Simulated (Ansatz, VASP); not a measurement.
## One calculation of Ca, two programs

```
Ca
1.0
     0.00000    2.77545    2.77545
     2.77545    0.00000    2.77545
     2.77545    2.77545    0.00000
Ca
1
Cartesian
  0.0000 0.0000 0.0000
```

Change from the starting cell: volume scaled by 0.98.

Alike in both runs: task single point; functional PBE; dispersion D4; k mesh 8 × 8 × 8; occupations tetrahedron; no spin polarisation.

```csv
,VASP,Ansatz
version,VASP 6.6.1,Ansatz 0.2.0
potentials or method,"VASP PAW PBE potentials, release 64 (Ca_sv), cutoff 520 eV","all-electron LAPW, point nuclei"
```

|  | VASP | Ansatz | Ansatz less VASP |
| --- | --- | --- | --- |
| gap on the k mesh at the Fermi level (eV) | none | none | - |
| pressure (GPa) | -1.0 | -1.0 | -0.01 |

A gap of «none» marks a metal or a gap that the smearing closes. Ansatz ran all-electron here, and VASP with PAW potentials.
